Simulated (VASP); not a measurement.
# HO4F (P2/c) in VASP: single point with PBE

Aim: the single point of HO4F with PBE.

Program: VASP 6.6.1. These are calculated values, not measurements. Logs are shortened: lines on timing, memory, paths and dates and some standing lists are left out, and cuts for length are marked.

### 1 The cell of the first run

The structure is monoclinic, space group P2/c (No. 13). The conventional cell has a = 4.470 Å, b = 5.218 Å, c = 4.517 Å, α = 90.00°, β = 91.47°, γ = 90.00°. H (site symmetry 2) has 6 O at 1.59 to 1.90 Å within 2.1 Å. Within 2.6 Å of F (site symmetry 2) lie 6 O at 1.96 to 2.19 Å. O (site symmetry 1) has 2 H at 1.65 to 1.90 Å and 1 F at 1.99 Å and 1 O at 2.03 Å within 2.2 Å. Within 2.1 Å of O (site symmetry 1) lie 1 H at 1.59 Å and 1 F at 1.96 Å.

### 2 Single point, PBE

POSCAR reads:

```
HO4F
1.0
    4.4704080000      0.0000000000      0.0000000000
   -0.1158690000      4.5151740000      0.0000000000
    0.0000000000      0.0000000000      5.2184400000
H F O
2 2 8
Direct
    0.0000000000      0.2500000000      0.1784000000
    0.0000000000      0.7500000000      0.8216000000
    0.5000000000      0.7500000000      0.3020000000
    0.5000000000      0.2500000000      0.6980000000
    0.1890000000      0.4540000000      0.9010000000
    0.8110000000      0.0460000000      0.9010000000
    0.8110000000      0.5460000000      0.0990000000
    0.1890000000      0.9540000000      0.0990000000
    0.2500000000      0.3930000000      0.3600000000
    0.7500000000      0.1070000000      0.3600000000
    0.7500000000      0.6070000000      0.6400000000
    0.2500000000      0.8930000000      0.6400000000
```

INCAR.step1 reads:

```
  ALGO = Normal
  EDIFF = 1E-6
  ENCUT = 520
  GGA = PE
  ISIF = 2
  ISMEAR = -5
  LASPH = True
  LCHARG = True
  LREAL = False
  LWAVE = False
  NBANDS = 44
  NELM = 80
  PREC = Accurate
  SIGMA = 0.1
```

KPOINTS.step1 reads:

```
k-points
0
Gamma
  6 4 4
```

INCAR.step2 reads:

```
  ALGO = Normal
  EDIFF = 1E-6
  ENCUT = 520
  GGA = PE
  ICHARG = 11
  ISIF = 2
  ISMEAR = -5
  LASPH = True
  LCHARG = False
  LORBIT = 10
  LREAL = False
  LWAVE = False
  NBANDS = 44
  NEDOS = 2001
  NELM = 80
  PREC = Accurate
  SIGMA = 0.1
```

KPOINTS.step2 reads:

```
k-points
0
Gamma
  9 6 6
```

Potentials or basis: VASP PAW PBE potentials, release 64 (H, F, O).

Launch:

```
> cat potpaw_PBE.64/H/POTCAR potpaw_PBE.64/F/POTCAR potpaw_PBE.64/O/POTCAR > POTCAR
> cp INCAR.step1 INCAR
> cp KPOINTS.step1 KPOINTS
> mpirun -np 1 vasp_std > vasp.out
> cp INCAR.step2 INCAR
> cp KPOINTS.step2 KPOINTS
> mpirun -np 1 vasp_std > vasp.out
```

OUTCAR:

```text
EDIFF = 1E-6
   ENCUT = 520
   GGA = PE
   ICHARG = 11
   ISIF = 2
   ISMEAR = -5
   LASPH = True
   LORBIT = 10
   LREAL = False
   NELM = 80
   PREC = Accurate

 ion  position               nearest neighbor table
   1  0.000  0.250  0.178-
   2  0.000  0.750  0.822-
   3  0.500  0.750  0.302-
   4  0.500  0.250  0.698-
   5  0.189  0.454  0.901-
   6  0.811  0.046  0.901-
   7  0.811  0.546  0.099-
   8  0.189  0.954  0.099-
   9  0.250  0.393  0.360-
  10  0.750  0.107  0.360-
  11  0.750  0.607  0.640-
  12  0.250  0.893  0.640-

  LATTYP: Found a simple monoclinic cell.
 ALAT       =     4.4704080000
 B/A-ratio  =     1.1673296934
 C/A-ratio  =     1.0103463662
 COS(beta)  =    -0.0256536883

  Lattice vectors:

 A1 = (   4.4704080000,   0.0000000000,   0.0000000000)
 A2 = (   0.0000000000,   0.0000000000,  -5.2184400000)
 A3 = (  -0.1158690000,   4.5151740000,   0.0000000000)

Analysis of symmetry for initial positions (statically):
=====================================================================
 Subroutine PRICEL returns:
 Original cell was already a primitive cell.

 Routine SETGRP: Setting up the symmetry group for a
 simple monoclinic supercell.

 Subroutine GETGRP returns: Found  4 space group operations
 (whereof  2 operations were pure point group operations)
 out of a pool of  4 trial point group operations.

The static configuration has the point symmetry S_2 .
 The point group associated with its full space group is C_2h.

Analysis of symmetry for dynamics (positions and initial velocities):
=====================================================================
 Subroutine PRICEL returns:
 Original cell was already a primitive cell.

 Routine SETGRP: Setting up the symmetry group for a
 simple monoclinic supercell.

 Subroutine GETGRP returns: Found  4 space group operations
 (whereof  2 operations were pure point group operations)
 out of a pool of  4 trial point group operations.

The dynamic configuration has the point symmetry S_2 .
 The point group associated with its full space group is C_2h.

 Subroutine INISYM returns: Found  4 space group operations
 (whereof  2 operations are pure point group operations),
 and found     1 'primitive' translations

----------------------------------------------------------------------------------------

                                     Primitive cell

  volume of cell :     105.3325

  direct lattice vectors                    reciprocal lattice vectors
     4.470408000  0.000000000  0.000000000     0.223693229  0.005740446  0.000000000
    -0.115869000  4.515174000  0.000000000     0.000000000  0.221475407  0.000000000
     0.000000000  0.000000000  5.218440000     0.000000000  0.000000000  0.191628149

  length of vectors
     4.470408000  4.516660478  5.218440000     0.223766873  0.221475407  0.191628149

  position of ions in fractional coordinates (direct lattice)
     1.000000000  0.250000000  0.178400000
     1.000000000  0.750000000  0.821600000
     0.500000000  0.750000000  0.302000000
     0.500000000  0.250000000  0.698000000
     0.189000000  0.454000000  0.901000000
     0.811000000  0.046000000  0.901000000
     0.811000000  0.546000000  0.099000000
     0.189000000  0.954000000  0.099000000
     0.250000000  0.393000000  0.360000000
     0.750000000  0.107000000  0.360000000
     0.750000000  0.607000000  0.640000000
     0.250000000  0.893000000  0.640000000

  ion indices of the primitive-cell ions
   primitive index   ion index
                 1           1
                 2           2
                 3           3
                 4           4
                 5           5
                 6           6
                 7           7
                 8           8
                 9           9
                10          10
                11          11
                12          12

----------------------------------------------------------------------------------------

 KPOINTS: k-points

Automatic generation of k-mesh.
 Grid dimensions read from file:
 generate k-points for:    9    6    6

 Generating k-lattice:

  Cartesian coordinates                     Fractional coordinates (reciprocal lattice)
     0.024854803  0.000637827  0.000000000     0.111111111 -0.000000000  0.000000000
     0.000000000  0.036912568  0.000000000     0.000000000  0.166666667  0.000000000
     0.000000000  0.000000000  0.031938025     0.000000000  0.000000000  0.166666667

  Length of vectors
     0.024862986  0.036912568  0.031938025

  Shift w.r.t. Gamma in fractional coordinates (k-lattice)
     0.000000000  0.000000000  0.000000000

 TETIRR: Found    972 inequivalent tetrahedra from     1944

 Subroutine IBZKPT returns following result:
 ===========================================

 Found    112 irreducible k-points:

 Following reciprocal coordinates:
            Coordinates               Weight
  0.000000  0.000000  0.000000      1.000000
  0.111111  0.000000  0.000000      2.000000
  0.222222  0.000000  0.000000      2.000000
  0.333333  0.000000  0.000000      2.000000
  0.444444  0.000000  0.000000      2.000000
  0.000000  0.166667  0.000000      2.000000
[... 16 lines left out ...]
 -0.111111  0.333333  0.000000      2.000000
  0.000000  0.500000  0.000000      1.000000
 [... further k-points ...]
   k-points           NKPTS =    112   k-points in BZ     NKDIM =    112   number of bands    NBANDS=     44
   number of dos      NEDOS =   2001   number of ions     NIONS =     12
   total plane-waves  NPLWV =  51840
   dimension x,y,z NGX =    36 NGY =   36 NGZ =   40
   dimension x,y,z NGXF=    72 NGYF=   72 NGZF=   80
   ions per type =               2   2   8
   NGX,Y,Z   is equivalent  to a cutoff of  13.39, 13.25, 12.74 a.u.
   NGXF,Y,Z  is equivalent  to a cutoff of  26.78, 26.50, 25.49 a.u.
 SYSTEM =  unknown system
   PREC   = accura    normal or accurate (medium, high low for compatibility)
   ISTART =      0    job   : 0-new  1-cont  2-samecut
   ICHARG =     11    charge: 1-file 2-atom 10-const
   ISPIN  =      1    spin polarized calculation?
   LNONCOLLINEAR =      F non collinear calculations
   LSORBIT =      F    spin-orbit coupling
   LASPH  =      T    aspherical Exc in radial PAW
   ENCUT  =  520.0 eV  38.22 Ry    6.18 a.u.   8.31  8.40  9.70*2*pi/ulx,y,z
   NELM   =     80;   NELMIN=  2; NELMDL=  0     # of ELM steps
   EDIFF  = 0.1E-05   stopping-criterion for ELM
   LREAL  =      F    real-space projection
[... 7 lines left out ...]
   TEBEG  =    0.0;   TEEND  =   0.0 temperature during run
   PSTRESS=    0.0 pullay stress
   NELECT =      64.0000    total number of electrons
   NUPDOWN=      -1.0000    fix difference up-down
   EMIN   =  10.00;   EMAX   =-10.00  energy-range for DOS
   EFERMI =   0.00;   METHOD = LEGACY
   ISMEAR =    -5;   SIGMA  =   0.10  broadening in eV -4-tet -1-fermi 0-gaus
   EFERMI_NEDOS =   21; number of points for ismear=-14 and -15
   IALGO  =     38    algorithm
   IMIX   =      4    mixing-type and parameters
     AMIX     =   0.40;   BMIX     =  1.00
     AMIX_MAG =   1.60;   BMIX_MAG =  1.00
  volume/ion in A,a.u.               =       8.78        59.23
  Fermi-wavevector in a.u.,A,eV,Ry     =   1.386588  2.620271 26.158911  1.922626
  Thomas-Fermi vector in A             =   2.510889
   LORBIT       =     10    0 simple, 1 ext, 2 COOP (PROOUT), +10 PAW based schemes
   GGA     = PE    functional components
   LHFCALC =     F    Hartree Fock is set to
   AEXX    =    0.0000 exact exchange contribution
   IVDW    =     0    specifies the selected vdW correction
   LEPSILON=     F    determine dielectric tensor
   LRPA    =     F    only Hartree local field effects (RPA)
 non-spin polarized calculation
 Fermi weights with tetrahedron method with Bloechl corrections
  energy-cutoff  :      520.00
  volume of cell :      105.33
 maximum number of plane-waves:      2854
 NGX is ok and might be reduce to    36

 number of electron      64.0000004 magnetization

 Free energy of the ion-electron system (eV)
  ---------------------------------------------------
  ext. energy  EPLUGINS =         0.00000000
  ---------------------------------------------------
  free energy    TOTEN  =       -29.04856017 eV

  energy without entropy =      -29.04856017  energy(sigma->0) =      -29.04856017

 E-fermi :  -0.5247     XC(G=0): -10.5494

 val. band max:       -0.4784421910   @ k =   0.0000   0.5000   0.0000
 cond. band min:      -0.5405616185   @ k =   0.4444   0.5000   0.1667
 fundamental gap:     -0.0621194275
 Fermi energy:        -0.5246751160

 k-point     1 :       0.0000    0.0000    0.0000
  band No.  band energies     occupation
      1     -23.4486      2.00000
      2     -23.0653      2.00000
      3     -19.0089      2.00000
      4     -17.4864      2.00000
      5     -17.0911      2.00000
      6     -17.0885      2.00000
[... 36 lines left out ...]
     43      12.2008      0.00000
     44      15.3931      0.00000
[... 1040 lines left out ...]
      4     -18.4942      2.00000
      5     -17.1112      2.00000
      6     -17.1112      2.00000
[... 36 lines left out ...]
     43      13.5299      0.00000
     44      13.5299      0.00000

 [... further k-points ...]

------------------------ aborting loop because EDIFF is reached ----------------------------------------

  FORCE on cell =-STRESS in cart. coord.  units (eV):
  Direction    XX          YY          ZZ          XY          YZ          ZX
  --------------------------------------------------------------------------------------
  -------------------------------------------------------------------------------------
  Total       -7.6418798     -5.8257309     -1.1857954     -0.6112916      0.0000000      0.0000000
  in kB     -116.2380830    -88.6132481    -18.0367383     -9.2981519      0.0000000      0.0000000
  external PRESSURE =     -74.2960231 kB  Pullay stress =       0.0000000 kB

 VOLUME and BASIS-vectors are now :
 -----------------------------------------------------------------------------
  energy-cutoff  :      520.00
  volume of cell :      105.33
      direct lattice vectors                 reciprocal lattice vectors
     4.470408000  0.000000000  0.000000000     0.223693229  0.005740446  0.000000000
    -0.115869000  4.515174000  0.000000000     0.000000000  0.221475407  0.000000000
     0.000000000  0.000000000  5.218440000     0.000000000  0.000000000  0.191628149

 POSITION                                       TOTAL-FORCE (eV/Angst)
 -----------------------------------------------------------------------------------
     -0.02897      1.12879      0.93097         0.000000     -0.000000      1.121651
     -0.08690      3.38638      4.28747         0.000000      0.000000     -1.121651
      2.14830      3.38638      1.57597         0.000000      0.000000      0.133943
      2.20624      1.12879      3.64247         0.000000      0.000000     -0.133943
      0.79230      2.04989      4.70181        -2.159456      1.056162      1.234313
      3.62017      0.20770      4.70181         2.159456     -1.056162      1.234313
      3.56224      2.46529      0.51663         2.159456     -1.056162     -1.234313
      0.73437      4.30748      0.51663        -2.159456      1.056162     -1.234313
      1.07207      1.77446      1.87864        -0.806513     -0.517786     -1.486023
      3.34041      0.48312      1.87864         0.806513      0.517786     -1.486023
      3.28247      2.74071      3.33980         0.806513      0.517786      1.486023
      1.01413      4.03205      3.33980        -0.806513     -0.517786      1.486023
 -----------------------------------------------------------------------------------
    total drift:                                0.000000      0.000000      0.000000

  FREE ENERGIE OF THE ION-ELECTRON SYSTEM (eV)
  ---------------------------------------------------
  free  energy   TOTEN  =       -29.0485601658 eV

  energy  without entropy=      -29.0485601658  energy(sigma->0) =      -29.04856017

 total charge

# of ion       s       p       d       tot
------------------------------------------
    1        0.298   0.032   0.000   0.330
    2        0.298   0.032   0.000   0.330
    3        1.788   4.024   0.000   5.813
    4        1.788   4.024   0.000   5.813
    5        1.651   2.949   0.000   4.600
    6        1.651   2.949   0.000   4.600
    7        1.651   2.949   0.000   4.600
    8        1.651   2.949   0.000   4.600
    9        1.643   2.945   0.000   4.588
   10        1.643   2.945   0.000   4.588
   11        1.643   2.945   0.000   4.588
   12        1.643   2.945   0.000   4.588
--------------------------------------------------
tot         17.350  31.687   0.000  49.037
```

Wall time 8.7 min (1 thread of Intel Xeon 8259CL, shared host); peak memory 0.47 GiB.

What came out:

```yaml
Valence_electrons_inside_the_program's_atomic_spheres: H 0.33; F 5.81; O 4.60, 4.59 (each value once)
```

Caveat: tetrahedron occupations give inexact forces and stress in metals.
